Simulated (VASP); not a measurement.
# Ru (P6_3/mmc) in VASP: further runs

Runs on Ru. Level: r2SCAN. Tasks: single point.

Program: VASP 6.6.1. These are calculated values, not measurements. Logs are shortened: lines on timing, memory, paths and dates and some standing lists are left out, and cuts for length are marked.

### Step 1. The cell of the first run

Symmetry: P6_3/mmc, No. 194, hexagonal system. Conventional cell: a = 2.702 Å, b = 2.702 Å, c = 4.223 Å, α = 90.00°, β = 90.00°, γ = 120.00°. Ru (site symmetry -6m2) has 12 Ru at 2.63 to 2.70 Å within 3.5 Å.

### Step 2. Single point, r2SCAN (strain along c alone, the other axes held: -1.0 %)

Input file POSCAR:

```
Ru
1.0
    2.7024647927      0.0000000000      0.0000000000
   -1.3512323964      2.3404031633      0.0000000000
    0.0000000000      0.0000000000      4.2231806245
Ru
2
Direct
    0.3333333333      0.6666666667      0.2500000000
    0.6666666667      0.3333333333      0.7500000000
```

Input file INCAR.step1:

```
ALGO = Normal
EDIFF = 1E-5
ENCUT = 550
GGA = PE
GGA_COMPAT = False
ISMEAR = 0
LASPH = True
LCHARG = False
LREAL = False
LWAVE = True
NBANDS = 21
NELM = 120
PREC = Accurate
SIGMA = 0.1
```

Input file INCAR.step2:

```
ALGO = Normal
EDIFF = 1E-6
ENCUT = 550
GGA_COMPAT = False
ISIF = 2
ISMEAR = 0
ISTART = 1
LASPH = True
LCHARG = True
LELF = True
LMIXTAU = True
LREAL = False
LVHAR = True
LWAVE = False
METAGGA = R2SCAN
NBANDS = 21
NELM = 120
PREC = Accurate
SIGMA = 0.1
```

Input file KPOINTS:

```
k-points
0
Gamma
  24 24 12
```

Potentials or basis: VASP PAW PBE potentials, release 64 (Ru_pv).

The run is started by

```
> cat potpaw_PBE.64/Ru_pv/POTCAR > POTCAR
> cp INCAR.step1 INCAR
> mpirun -np 1 vasp_std > vasp.out
> cp INCAR.step2 INCAR
> mpirun -np 1 vasp_std > vasp.out
```

OUTCAR:

```text
EDIFF = 1E-6
   ENCUT = 550
   ISIF = 2
   ISMEAR = 0
   ISTART = 1
   LASPH = True
   LREAL = False
   METAGGA = R2SCAN
   NELM = 120
   PREC = Accurate

 ion  position               nearest neighbor table
   1  0.333  0.667  0.250-   2 2.63   2 2.63   2 2.63   2 2.63   2 2.63   2 2.63
   2  0.667  0.333  0.750-   1 2.63   1 2.63   1 2.63   1 2.63   1 2.63   1 2.63

  LATTYP: Found a hexagonal cell.
 ALAT       =     2.7024647927
 C/A-ratio  =     1.5627143917

  Lattice vectors:

 A1 = (   2.7024647927,   0.0000000000,   0.0000000000)
 A2 = (  -1.3512323964,   2.3404031633,   0.0000000000)
 A3 = (   0.0000000000,   0.0000000000,   4.2231806245)

Analysis of symmetry for initial positions (statically):
=====================================================================
 Subroutine PRICEL returns:
 Original cell was already a primitive cell.

 Routine SETGRP: Setting up the symmetry group for a
 hexagonal supercell.

 Subroutine GETGRP returns: Found 24 space group operations
 (whereof 12 operations were pure point group operations)
 out of a pool of 24 trial point group operations.

The static configuration has the point symmetry D_3d.
 The point group associated with its full space group is D_6h.

Analysis of symmetry for dynamics (positions and initial velocities):
=====================================================================
 Subroutine PRICEL returns:
 Original cell was already a primitive cell.

 Routine SETGRP: Setting up the symmetry group for a
 hexagonal supercell.

 Subroutine GETGRP returns: Found 24 space group operations
 (whereof 12 operations were pure point group operations)
 out of a pool of 24 trial point group operations.

The dynamic configuration has the point symmetry D_3d.
 The point group associated with its full space group is D_6h.

 Subroutine INISYM returns: Found 24 space group operations
 (whereof 12 operations are pure point group operations),
 and found     1 'primitive' translations

----------------------------------------------------------------------------------------

                                     Primitive cell

  volume of cell :      26.7110

  direct lattice vectors                    reciprocal lattice vectors
     2.702464793  0.000000000  0.000000000     0.370032573  0.213638405  0.000000000
    -1.351232396  2.340403163  0.000000000     0.000000000  0.427276811  0.000000000
     0.000000000  0.000000000  4.223180625     0.000000000  0.000000000  0.236788357

[... 81 lines left out ...]
   ENCUT  =  550.0 eV  40.42 Ry    6.36 a.u.   5.17  5.17  8.08*2*pi/ulx,y,z
   NELM   =    120;   NELMIN=  2; NELMDL=  0     # of ELM steps
   EDIFF  = 0.1E-05   stopping-criterion for ELM
   LREAL  =      F    real-space projection
   EDIFFG = 0.1E-04   stopping-criterion for IOM
   NSW    =      0    number of steps for IOM
   IBRION =     -1    ionic relax: 0-MD 1-quasi-New 2-CG
   NFREE  =      0    steps in history (QN), initial steepest desc. (CG)
   ISIF   =      2    stress and relaxation
   ISYM   =      2    0-nonsym 1-usesym 2-fastsym
   POTIM  = 0.5000    time-step for ionic-motion
   TEBEG  =    0.0;   TEEND  =   0.0 temperature during run
   PSTRESS=    0.0 pullay stress
   NELECT =      28.0000    total number of electrons
   NUPDOWN=      -1.0000    fix difference up-down
   EMIN   =  10.00;   EMAX   =-10.00  energy-range for DOS
   EFERMI =   0.00;   METHOD = LEGACY
   ISMEAR =     0;   SIGMA  =   0.10  broadening in eV -4-tet -1-fermi 0-gaus
   EFERMI_NEDOS =   21; number of points for ismear=-14 and -15
   IALGO  =     38    algorithm
   IMIX   =      4    mixing-type and parameters
     AMIX     =   0.40;   BMIX     =  1.00
     AMIX_MAG =   1.60;   BMIX_MAG =  1.00
  volume/ion in A,a.u.               =      13.36        90.13
  Fermi-wavevector in a.u.,A,eV,Ry     =   1.663020  3.142651 37.628740  2.765634
  Thomas-Fermi vector in A             =   2.749809
   LORBIT       =      0    0 simple, 1 ext, 2 COOP (PROOUT), +10 PAW based schemes
   METAGGA = R2SCAN    functional components
   LHFCALC =     F    Hartree Fock is set to
   AEXX    =    0.0000 exact exchange contribution
   IVDW    =     0    specifies the selected vdW correction
   LEPSILON=     F    determine dielectric tensor
   LRPA    =     F    only Hartree local field effects (RPA)
 non-spin polarized calculation
 Gauss-broadening in eV      SIGMA  =   0.10
  energy-cutoff  :      550.00
  volume of cell :       26.71
 maximum number of plane-waves:       798
 NGX is ok and might be reduce to    24
   NGX = 11   NGY = 11   NGZ = 17

 number of electron      27.9999995 magnetization

 Free energy of the ion-electron system (eV)
  ---------------------------------------------------
  ext. energy  EPLUGINS =         0.00000000
  ---------------------------------------------------
  free energy    TOTEN  =       -50.85002730 eV

  energy without entropy =      -50.84158110  energy(sigma->0) =      -50.84580420

 E-fermi :  13.0518     XC(G=0): -15.5256

 val. band max:       13.0501628653   @ k =   0.2917   0.0000   0.0833
 cond. band min:      13.0605114247   @ k =   0.0417  -0.0000   0.1667
 fundamental gap:      0.0103485593
 Fermi energy:        13.0517529322

 k-point     1 :       0.0000    0.0000    0.0000
  band No.  band energies     occupation
      1     -32.1464      2.00000
      2     -31.0846      2.00000
      3     -31.0846      2.00000
      4     -30.8794      2.00000
      5     -30.8794      2.00000
      6     -30.8118      2.00000
[... 565 lines left out ...]
     20      21.4359      0.00000
     21      24.8631      0.00000

 [... further k-points ...]

------------------------ aborting loop because EDIFF is reached ----------------------------------------

  FORCE on cell =-STRESS in cart. coord.  units (eV):
  Direction    XX          YY          ZZ          XY          YZ          ZX
  --------------------------------------------------------------------------------------
  -------------------------------------------------------------------------------------
  Total        0.6456668      0.6456668      1.3666308     -0.0000000      0.0000000      0.0000000
  in kB       38.7283228     38.7283228     81.9731064     -0.0000000      0.0000000      0.0000000
  external PRESSURE =      53.1432506 kB  Pullay stress =       0.0000000 kB

 VOLUME and BASIS-vectors are now :
 -----------------------------------------------------------------------------
  energy-cutoff  :      550.00
  volume of cell :       26.71
      direct lattice vectors                 reciprocal lattice vectors
     2.702464793  0.000000000  0.000000000     0.370032573  0.213638405  0.000000000
    -1.351232396  2.340403163  0.000000000     0.000000000  0.427276811  0.000000000
     0.000000000  0.000000000  4.223180625     0.000000000  0.000000000  0.236788357

 POSITION                                       TOTAL-FORCE (eV/Angst)
 -----------------------------------------------------------------------------------
     -0.00000      1.56027      1.05580        -0.000000      0.000000      0.000000
      1.35123      0.78013      3.16739         0.000000      0.000000      0.000000
 -----------------------------------------------------------------------------------
    total drift:                                0.000000     -0.000000      0.000000

  FREE ENERGIE OF THE ION-ELECTRON SYSTEM (eV)
  ---------------------------------------------------
  free  energy   TOTEN  =       -50.8500273019 eV

  energy  without entropy=      -50.8415810976  energy(sigma->0) =      -50.84580420
```

Wall time 21 min (1 thread of AMD EPYC 9755, shared host); peak memory 0.28 GiB.

What came out:

```
Free energy            : -50.8500 eV
Pressure               : 5.3 GPa
Band gap on the k mesh : zero (bands 14 and 15 overlap by 3.42 eV)
```

Stress tensor (GPa, compression positive):
```
3.87 0.00 0.00
0.00 3.87 0.00
0.00 0.00 8.20
```

Caveat: the cell differs from its parent crystal (strain along c alone, the other axes held: -1.0 %); the cell stands under pressure; the PAW data sets were made with another functional, which shifts forces and pressure a little.

### Step 3. Single point, r2SCAN

This run uses another cell than the first one, of 13.49 Å³/atom.

Edit POSCAR of step 2 so:

```diff
@@ -4,3 +4,3 @@
    -1.3512323964      2.3404031633      0.0000000000
-    0.0000000000      0.0000000000      4.2231806245
+    0.0000000000      0.0000000000      4.2658390146
 Ru
```

Input file INCAR.step1:

```
PREC = Accurate
ENCUT = 550
ISMEAR = 0
SIGMA = 0.1
LREAL = F
LASPH = T
NELM = 120
NBANDS = 21
GGA = PE
ALGO = Normal
EDIFF = 1E-5
LWAVE = T
LCHARG = F
GGA_COMPAT = F
```

Input file INCAR.step2:

```
PREC = Accurate
ENCUT = 550
EDIFF = 1E-6
ISMEAR = 0
SIGMA = 0.1
LREAL = F
LASPH = T
NELM = 120
ALGO = Normal
ISIF = 2
LWAVE = F
LCHARG = F
METAGGA = R2SCAN
LMIXTAU = T
NBANDS = 21
ISTART = 1
GGA_COMPAT = F
```

Input file KPOINTS:

```
regular mesh
0
Gamma
  24 24 12
```

Potentials or basis: VASP PAW PBE potentials, release 64 (Ru_pv).

The run is started by

```
> cat potpaw_PBE.64/Ru_pv/POTCAR > POTCAR
> cp INCAR.step1 INCAR
> mpirun -np 1 vasp_std > vasp.out
> cp INCAR.step2 INCAR
> mpirun -np 1 vasp_std > vasp.out
```

OUTCAR:

```text
PREC = Accurate
   ENCUT = 550
   EDIFF = 1E-6
   ISMEAR = 0
   LREAL = F
   LASPH = T
   NELM = 120
   ISIF = 2
   METAGGA = R2SCAN
   ISTART = 1

 ion  position               nearest neighbor table
   1  0.333  0.667  0.250-   2 2.64   2 2.64   2 2.64   2 2.64   2 2.64   2 2.64
   2  0.667  0.333  0.750-   1 2.64   1 2.64   1 2.64   1 2.64   1 2.64   1 2.64

  LATTYP: Found a hexagonal cell.
 ALAT       =     2.7024647927
 C/A-ratio  =     1.5784993855

  Lattice vectors:

 A1 = (   2.7024647927,   0.0000000000,   0.0000000000)
 A2 = (  -1.3512323964,   2.3404031633,   0.0000000000)
 A3 = (   0.0000000000,   0.0000000000,   4.2658390146)

Analysis of symmetry for initial positions (statically):
=====================================================================
 Subroutine PRICEL returns:
 Original cell was already a primitive cell.

 Routine SETGRP: Setting up the symmetry group for a
 hexagonal supercell.

 Subroutine GETGRP returns: Found 24 space group operations
 (whereof 12 operations were pure point group operations)
 out of a pool of 24 trial point group operations.

The static configuration has the point symmetry D_3d.
 The point group associated with its full space group is D_6h.

Analysis of symmetry for dynamics (positions and initial velocities):
=====================================================================
 Subroutine PRICEL returns:
 Original cell was already a primitive cell.

 Routine SETGRP: Setting up the symmetry group for a
 hexagonal supercell.

 Subroutine GETGRP returns: Found 24 space group operations
 (whereof 12 operations were pure point group operations)
 out of a pool of 24 trial point group operations.

The dynamic configuration has the point symmetry D_3d.
 The point group associated with its full space group is D_6h.

 Subroutine INISYM returns: Found 24 space group operations
 (whereof 12 operations are pure point group operations),
 and found     1 'primitive' translations

----------------------------------------------------------------------------------------

                                     Primitive cell

  volume of cell :      26.9808

  direct lattice vectors                    reciprocal lattice vectors
     2.702464793  0.000000000  0.000000000     0.370032573  0.213638405  0.000000000
    -1.351232396  2.340403163  0.000000000     0.000000000  0.427276811  0.000000000
     0.000000000  0.000000000  4.265839015     0.000000000  0.000000000  0.234420473

  length of vectors
     2.702464793  2.702464793  4.265839015     0.427276811  0.427276811  0.234420473

  position of ions in fractional coordinates (direct lattice)
     0.333333333  0.666666667  0.250000000
     0.666666667  0.333333333  0.750000000

  ion indices of the primitive-cell ions
   primitive index   ion index
                 1           1
                 2           2

----------------------------------------------------------------------------------------

 KPOINTS: regular mesh

Automatic generation of k-mesh.
 Grid dimensions read from file:
 generate k-points for:   24   24   12

 Generating k-lattice:

  Cartesian coordinates                     Fractional coordinates (reciprocal lattice)
     0.015418024  0.008901600  0.000000000     0.041666667  0.000000000  0.000000000
     0.000000000  0.017803200  0.000000000     0.000000000  0.041666667  0.000000000
     0.000000000  0.000000000  0.019535039     0.000000000  0.000000000  0.083333333

  Length of vectors
     0.017803200  0.017803200  0.019535039

  Shift w.r.t. Gamma in fractional coordinates (k-lattice)
     0.000000000  0.000000000  0.000000000

 Subroutine IBZKPT returns following result:
 ===========================================

 Found    427 irreducible k-points:

 Following reciprocal coordinates:
            Coordinates               Weight
  0.000000  0.000000  0.000000      1.000000
  0.041667  0.000000  0.000000      6.000000
  0.083333  0.000000  0.000000      6.000000
  0.125000  0.000000  0.000000      6.000000
  0.166667  0.000000  0.000000      6.000000
  0.208333  0.000000  0.000000      6.000000
[... 16 lines left out ...]
  0.416667  0.041667  0.000000     12.000000
  0.458333  0.041667  0.000000     12.000000
 [... further k-points ...]
   k-points           NKPTS =    427   k-points in BZ     NKDIM =    427   number of bands    NBANDS=     21
   number of dos      NEDOS =    301   number of ions     NIONS =      2
   total plane-waves  NPLWV =  20736
   dimension x,y,z NGX =    24 NGY =   24 NGZ =   36
   dimension x,y,z NGXF=    48 NGYF=   48 NGZF=   72
   ions per type =               2
   NGX,Y,Z   is equivalent  to a cutoff of  14.76, 14.76, 14.03 a.u.
   NGXF,Y,Z  is equivalent  to a cutoff of  29.53, 29.53, 28.06 a.u.
 SYSTEM =  unknown system
   PREC   = accura    normal or accurate (medium, high low for compatibility)
   ISTART =      1    job   : 0-new  1-cont  2-samecut
   ICHARG =      0    charge: 1-file 2-atom 10-const
   ISPIN  =      1    spin polarized calculation?
   LNONCOLLINEAR =      F non collinear calculations
   LSORBIT =      F    spin-orbit coupling
   LASPH  =      T    aspherical Exc in radial PAW
   ENCUT  =  550.0 eV  40.42 Ry    6.36 a.u.   5.17  5.17  8.16*2*pi/ulx,y,z
   NELM   =    120;   NELMIN=  2; NELMDL=  0     # of ELM steps
   EDIFF  = 0.1E-05   stopping-criterion for ELM
   LREAL  =      F    real-space projection
   EDIFFG = 0.1E-04   stopping-criterion for IOM
   NSW    =      0    number of steps for IOM
   IBRION =     -1    ionic relax: 0-MD 1-quasi-New 2-CG
   NFREE  =      0    steps in history (QN), initial steepest desc. (CG)
   ISIF   =      2    stress and relaxation
   ISYM   =      2    0-nonsym 1-usesym 2-fastsym
   POTIM  = 0.5000    time-step for ionic-motion
   TEBEG  =    0.0;   TEEND  =   0.0 temperature during run
   PSTRESS=    0.0 pullay stress
   NELECT =      28.0000    total number of electrons
   NUPDOWN=      -1.0000    fix difference up-down
   EMIN   =  10.00;   EMAX   =-10.00  energy-range for DOS
   EFERMI =   0.00;   METHOD = LEGACY
   ISMEAR =     0;   SIGMA  =   0.10  broadening in eV -4-tet -1-fermi 0-gaus
   EFERMI_NEDOS =   21; number of points for ismear=-14 and -15
   IALGO  =     38    algorithm
   IMIX   =      4    mixing-type and parameters
     AMIX     =   0.40;   BMIX     =  1.00
     AMIX_MAG =   1.60;   BMIX_MAG =  1.00
  volume/ion in A,a.u.               =      13.49        91.04
  Fermi-wavevector in a.u.,A,eV,Ry     =   1.657458  3.132141 37.377462  2.747166
  Thomas-Fermi vector in A             =   2.745207
   LORBIT       =      0    0 simple, 1 ext, 2 COOP (PROOUT), +10 PAW based schemes
   METAGGA = R2SCAN    functional components
   LHFCALC =     F    Hartree Fock is set to
   AEXX    =    0.0000 exact exchange contribution
   IVDW    =     0    specifies the selected vdW correction
   LEPSILON=     F    determine dielectric tensor
   LRPA    =     F    only Hartree local field effects (RPA)
 non-spin polarized calculation
 Gauss-broadening in eV      SIGMA  =   0.10
  energy-cutoff  :      550.00
  volume of cell :       26.98
 maximum number of plane-waves:       808
 NGX is ok and might be reduce to    24
   NGX = 11   NGY = 11   NGZ = 17

 number of electron      28.0000000 magnetization

 Free energy of the ion-electron system (eV)
  ---------------------------------------------------
  ext. energy  EPLUGINS =         0.00000000
  ---------------------------------------------------
  free energy    TOTEN  =       -50.85788073 eV

  energy without entropy =      -50.84901114  energy(sigma->0) =      -50.85344593

 E-fermi :  12.8636     XC(G=0): -15.4549

 val. band max:       12.8505455220   @ k =   0.2917   0.0833   0.0833
 cond. band min:      12.8641368801   @ k =   0.2500   0.2500   0.2500
 fundamental gap:      0.0135913581
 Fermi energy:        12.8635926378

 k-point     1 :       0.0000    0.0000    0.0000
  band No.  band energies     occupation
      1     -32.2744      2.00000
      2     -31.2477      2.00000
      3     -31.2477      2.00000
      4     -31.0587      2.00000
      5     -31.0587      2.00000
      6     -31.0088      2.00000
[... 13 lines left out ...]
     20      21.2436      0.00000
     21      23.7919      0.00000
[... 529 lines left out ...]
 k-point    24 :       0.4583    0.0417    0.0000
  band No.  band energies     occupation
      1     -32.0574      2.00000
      2     -31.8452      2.00000
      3     -31.7426      2.00000
      4     -31.5070      2.00000
      5     -31.3320      2.00000
      6     -31.1959      2.00000
[... 13 lines left out ...]
     20      21.2435      0.00000
     21      24.5701      0.00000

 [... further k-points ...]

------------------------ aborting loop because EDIFF is reached ----------------------------------------

  FORCE on cell =-STRESS in cart. coord.  units (eV):
  Direction    XX          YY          ZZ          XY          YZ          ZX
  --------------------------------------------------------------------------------------
  -------------------------------------------------------------------------------------
  Total        0.3062853      0.3062853      0.1752263     -0.0000000      0.0000000      0.0000000
  in kB       18.1878596     18.1878596     10.4053036     -0.0000000      0.0000000      0.0000000
  external PRESSURE =      15.5936743 kB  Pullay stress =       0.0000000 kB

 VOLUME and BASIS-vectors are now :
 -----------------------------------------------------------------------------
  energy-cutoff  :      550.00
  volume of cell :       26.98
      direct lattice vectors                 reciprocal lattice vectors
     2.702464793  0.000000000  0.000000000     0.370032573  0.213638405  0.000000000
    -1.351232396  2.340403163  0.000000000     0.000000000  0.427276811  0.000000000
     0.000000000  0.000000000  4.265839015     0.000000000  0.000000000  0.234420473

 POSITION                                       TOTAL-FORCE (eV/Angst)
 -----------------------------------------------------------------------------------
     -0.00000      1.56027      1.06646         0.000000     -0.000000      0.000000
      1.35123      0.78013      3.19938        -0.000000      0.000000      0.000000
 -----------------------------------------------------------------------------------
    total drift:                               -0.000000      0.000000     -0.000000

  FREE ENERGIE OF THE ION-ELECTRON SYSTEM (eV)
  ---------------------------------------------------
  free  energy   TOTEN  =       -50.8578807261 eV

  energy  without entropy=      -50.8490111379  energy(sigma->0) =      -50.85344593
```

Run time: 27 min. Hardware: 1 thread of AMD EPYC 9755, shared host; peak memory 0.29 GiB.

What came out:

* Free energy: -50.8579 eV
* Pressure: 1.6 GPa
* Band gap on the k mesh: zero (bands 14 and 15 overlap by 3.33 eV)

Caveat: the PAW data sets were made with another functional, which shifts forces and pressure a little.
